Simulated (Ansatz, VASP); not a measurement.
# Two plane-wave programs on TaN

```
Ta N
1.0
     2.99300    0.00000    0.04075
    -1.49650    2.62815   -0.02037
     0.06600    0.00000    4.58506
Ta N
2 2
Direct
  0.35422 0.67414 0.99760
  0.68007 0.32586 0.49760
  0.32235 0.67900 0.38740
  0.64336 0.32100 0.88740
```

Alike in both runs: task single point; functional PBEsol; k mesh 14 × 14 × 8; occupations gaussian, width 0.1 eV; no spin polarisation.

|  | VASP | Ansatz |
| --- | --- | --- |
| version | VASP 6.6.1 | Ansatz 0.2.0 |
| potentials or method | VASP PAW PBE potentials, release 64 (Ta_pv, N), cutoff 520 eV | scalar-relativistic, plane waves, PAW |
| valence electrons in the cell | 32 | 36 |

VASP gave:

* gap on the k mesh at the Fermi level (eV): none
* pressure (GPa): 214.7
* traceless stress, the component that is largest in VASP (GPa): 24.17
* rms of the force components (eV/Å): 2.424

Q: Estimate Ansatz's values.

A: gap on the k mesh at the Fermi level (eV): none; pressure (GPa): 209.3; traceless stress, the component that is largest in VASP (GPa): 23.77; rms of the force components (eV/Å): 2.345.

VASP's potentials were made for PBE, not for PBEsol. Atom by atom the forces differ by 0.080 eV/Å (rms over components). A gap of «none» marks a metal or a gap that the smearing closes. Both programs put the cell under a high pressure, so it lies far from rest at this level. The functional is the same, so the differences come from potentials, cutoffs and numerics. VASP's potentials hold 32 valence electrons a cell and Ansatz's 36, so a difference there can come from the potentials and not from the codes.

Neither program's run includes spin-orbit coupling. Noted on VASP's run: the cell as given lies far from equilibrium.
